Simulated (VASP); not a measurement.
Br:

```
CELL_PARAMETERS angstrom
3.28360 -2.23390 0.00000
3.28360 2.23390 0.00000
0.00000 0.00000 8.69380
ATOMIC_POSITIONS crystal
Br 0.86100 0.13900 0.11140
Br 0.63900 0.36100 0.61140
Br 0.13900 0.86100 0.88860
Br 0.36100 0.63900 0.38860
```

| Item | Value |
| --- | --- |
| Program | VASP 6.6.1 |
| Task | relaxation of cell and atoms |
| Functional | RPBE |
| Potentials or basis | VASP PAW PBE potentials, release 64 (Br) |
| Cutoff | 600 eV |
| k mesh | 5 × 5 × 2 |
| Occupations | fermi-dirac, width 0.05 eV |
| Spin | no spin polarisation |

At the start: pressure 4.0 GPa; volume 31.89 Å³/atom.

Problem. Where does the relaxation end?

Solution. Over 38 steps the energy falls by 127.6 meV/atom and the volume is 55.12 Å³/atom (+72.9 %); space group Cmce (No. 64, to 0.1 Å) before and after.

Step by step:
```csv
step,energy change (eV),largest force (eV/Å),pressure (GPa),volume (Å³)
1,0.0000,0.7249,3.99,127.54
2,-0.0922,0.8486,-0.67,142.78
3,-0.1352,0.4039,0.74,136.70
4,-0.2329,0.3360,0.55,143.27
5,-0.4121,0.0973,0.40,163.67
6,-0.4697,0.6793,0.93,207.60
7,-0.5056,0.0186,0.00,223.33
8,-0.5056,0.0221,0.00,223.22
9,-0.5058,0.0190,0.00,222.81
10,-0.5063,0.0116,-0.01,221.59
11,-0.5070,0.0212,-0.04,219.14
12,-0.5076,0.0634,-0.09,214.28
13,-0.5077,0.0556,-0.08,213.85
14,-0.5080,0.0341,-0.04,212.56
15,-0.5081,0.0196,0.03,209.99
16,-0.5081,0.0135,0.01,210.89
17,-0.5081,0.0133,0.01,210.94
18,-0.5082,0.0130,0.01,211.10
19,-0.5084,0.0134,0.01,211.43
20,-0.5086,0.0169,0.02,212.07
21,-0.5090,0.0291,0.03,213.37
22,-0.5093,0.0574,0.07,215.95
23,-0.5094,0.0541,0.06,216.08
24,-0.5095,0.0449,0.05,216.44
25,-0.5097,0.0266,0.02,217.18
26,-0.5098,0.0111,-0.03,218.66
27,-0.5098,0.0070,-0.02,218.47
28,-0.5098,0.0053,-0.02,218.38
29,-0.5098,0.0062,-0.02,218.43
30,-0.5098,0.0057,-0.02,218.47
31,-0.5098,0.0045,-0.02,218.61
32,-0.5099,0.0028,-0.02,218.88
33,-0.5100,0.0057,-0.01,219.43
34,-0.5101,0.0156,0.00,220.52
35,-0.5101,0.0052,-0.03,220.82
36,-0.5101,0.0060,-0.03,220.83
37,-0.5102,0.0029,-0.02,220.75
38,-0.5103,0.0068,-0.01,220.49
```

Final structure:
```cif
data_structure
_symmetry_space_group_name_H-M 'P 1'
_symmetry_Int_Tables_number 1
_cell_length_a 5.4399
_cell_length_b 5.4399
_cell_length_c 9.1504
_cell_angle_alpha 90.000
_cell_angle_beta 90.000
_cell_angle_gamma 54.516
_cell_volume 220.49
loop_
_atom_site_label
_atom_site_type_symbol
_atom_site_fract_x
_atom_site_fract_y
_atom_site_fract_z
_atom_site_occupancy
Br1 Br 0.88358 0.11642 0.11140 1
Br2 Br 0.61642 0.38358 0.61140 1
Br3 Br 0.11642 0.88358 0.88860 1
Br4 Br 0.38358 0.61642 0.38860 1
```

Caveat: the volume moved by over 15 % at a fixed basis, so the end points are rough; this functional lacks dispersion, which holds the molecules together, so the pressure and a relaxed volume are unreliable; the PAW data sets were made with another functional, which shifts forces and pressure a little.
